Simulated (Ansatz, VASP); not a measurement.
# One calculation of Ag, two programs

File INCAR:

```
SYSTEM = Ag
ALGO = Fast
EDIFF = 1E-6
ENCUT = 520
GGA = PS
ISIF = 2
ISMEAR = 0
LASPH = .True.
LCHARG = .True.
LELF = .True.
LREAL = .False.
LVHAR = .True.
LWAVE = .False.
NBANDS = 12
NELM = 100
PREC = Accurate
SIGMA = 0.15
```

Contents of KPOINTS:

```
k-points
0
Gamma
  20 20 20
  0 0 0
```

The input POSCAR:

```
Ag
1.0
   -1.7384367000      1.7384367000      1.7384367000
    1.7384367000     -1.7384367000      1.7384367000
    1.7384367000      1.7384367000     -1.7384367000
Ag
1
Direct
    0.0000000000      0.0000000000      0.0000000000
```

Input for Ansatz:

```yaml
crystal:
  lattice:
    - [-1.7384367, 1.7384367, 1.7384367]
    - [1.7384367, -1.7384367, 1.7384367]
    - [1.7384367, 1.7384367, -1.7384367]
  atoms:
    - { symbol: Ag, position: [0.0, 0.0, 0.0] }
basis:
  ecutwfc: 420
kpoints:
  mp_grid: { grid: [20, 20, 20] }
hamiltonian:
  xc: pbesol
scf:
  occupations: { method: gaussian, width: 0.15 }
output:
  forces: true
  stress: true
  eigenvalues: true
```

Change from the starting cell: strain +0.050 along x and y, +0.050 along z, atoms carried along.

Alike in both runs: task single point; functional PBEsol; k mesh 20 × 20 × 20; occupations gaussian, width 0.15 eV; no spin polarisation.

|  | VASP | Ansatz |
| --- | --- | --- |
| version | VASP 6.6.1 | Ansatz 0.2.0 |
| potentials or method | VASP PAW PBE potentials, release 64 (Ag), cutoff 520 eV | scalar-relativistic, plane waves, PAW |
| valence electrons in the cell | 11 | 19 |

```csv
,VASP,Ansatz,Ansatz less VASP
gap on the k mesh at the Fermi level (eV),none,none,-
pressure (GPa),-13.6,-13.6,-0.01
```

VASP's potentials were made for PBE, not for PBEsol. A gap of «none» marks a metal or a gap that the smearing closes. The functional is the same, so the differences come from potentials, cutoffs and numerics. VASP's potentials hold 11 valence electrons a cell and Ansatz's 19, so a difference there can come from the potentials and not from the codes.
